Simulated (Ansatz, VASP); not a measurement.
BeBi3 in VASP and in Ansatz

```
CELL_PARAMETERS angstrom
4.82874 0.00000 0.00000
0.00000 4.82874 0.00000
0.00000 0.00000 4.82874
ATOMIC_POSITIONS crystal
Be 0.00000 0.00000 0.00000
Bi 0.00000 0.50000 0.50000
Bi 0.50000 0.00000 0.50000
Bi 0.50000 0.50000 0.00000
```

Alike in both runs: task relaxation of cell and atoms; functional PBE; k mesh 10 × 10 × 10; occupations gaussian, width 0.1 eV; no spin polarisation.

|  | VASP | Ansatz |
| --- | --- | --- |
| version | VASP 6.6.1 | Ansatz 0.2.0 |
| potentials or method | VASP PAW PBE potentials, release 64 (Be, Bi_d), cutoff 600 eV | scalar-relativistic, plane waves, PAW |
| valence electrons in the cell | 47 | 47 |

Ansatz gave:

```
gap on the k mesh at the Fermi level, each at its own relaxed structure (eV) : none
relaxed volume (Å³/atom)                                                     : 27.76
relaxed length of the cell vector where the two differ most in proportion (Å)              : 4.807
```

Problem. Which values does VASP return?

Solution. gap on the k mesh at the Fermi level, each at its own relaxed structure (eV): none; relaxed volume (Å³/atom): 27.75; relaxed length of the cell vector where the two differ most in proportion (Å): 4.806.

A gap of «none» marks a metal or a gap that the smearing closes.

Neither program's run includes spin-orbit coupling.
